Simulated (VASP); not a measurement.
Runs of VASP 6.6.1 on KI. The structure is hexagonal, space group P6_3/mmc (No. 194). The conventional cell has a = 6.039 Å, b = 6.039 Å, c = 7.039 Å, α = 90.00°, β = 90.00°, γ = 120.00°. Within 4.6 Å of K (site symmetry -6m2) lie 5 I at 3.49 to 3.52 Å. I (site symmetry -6m2) has 5 K at 3.49 to 3.52 Å within 4.6 Å. 

| level | k mesh | grid for exact exchange (PRECFOCK) | share of exact exchange | screening parameter | gap on the mesh (eV) | pressure (GPa) |
| --- | --- | --- | --- | --- | --- | --- |
| PBE-based screened hybrid with 40 % exact exchange | 3 × 3 × 2 | Normal | 0.4 | 0.3 1/Å | 4.98 | 0.1 |
| HSE06 | 3 × 3 × 2 | Normal | 0.25 | 0.2079 1/Å | (a) | 0.2 |
| PBE-based screened hybrid with 20 % exact exchange | 3 × 3 × 2 | Normal | 0.2 | 0.2078 1/Å | 4.54 | 0.2 |
| PBE | 6 × 6 × 4 | - | - | - | (b) | 0.3 |

Alike in all rows: task single point; potentials or basis VASP PAW PBE potentials, release 64 (K_sv, I); no spin polarisation; cell as given; cutoff (eV) 520; smearing gaussian 0.01 eV.

**Question.** Fill in the values left out.

**Answer.** (a) 4.73; (b) 3.79.

Caveats: some runs use coarse meshes; spin-orbit coupling is left out, which moves the levels of the heavy elements; the PAW data sets were made with another functional, which shifts forces and pressure a little (at least some runs).

A k mesh can miss the band edges, and the runs leave out spin-orbit coupling on I.
